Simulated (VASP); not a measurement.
CuO, 4 atoms in the cell. The typed cell holds 4 atoms: a = 2.911 Å, b = 2.911 Å, c = 5.144 Å, α = 90.00°, β = 90.00°, γ = 89.93°. 

| Property | Result |
| --- | --- |
| Program | VASP 6.6.1 |
| Task | single point |
| Functional | PBE |
| Dispersion | D3(BJ) |
| Potentials or basis | VASP PAW PBE potentials, release 64 (Cu, O) |
| Cutoff | 520 eV |
| k mesh | 14 × 14 × 8 |
| Occupations | gaussian, width 0.1 eV |
| Spin | no spin polarisation |
| Dipole correction | no |
| Further INCAR settings | ALGO = Normal; EDIFF = 1e-06; NBANDS = 25 |

Potentials or basis: VASP PAW PBE potentials, release 64 (Cu, O).

The run is started by

```sh
$ cat potpaw_PBE.64/Cu/POTCAR potpaw_PBE.64/O/POTCAR > POTCAR
$ mpirun -np 1 vasp_std > vasp.out
```

Hardware: 1 thread of Intel(R) Xeon(R) Platinum 8259CL CPU @ 2.50GHz (Skylake/Cascade Lake), on a shared host.

Question: How long does it take, and how much memory?

Answer: Run time: 7.4 min on 1 thread of Intel(R) Xeon(R) Platinum 8259CL CPU @ 2.50GHz (Skylake/Cascade Lake) (shared host), peak memory 0.53 GiB. Counts: scf iterations 15, k points 500.
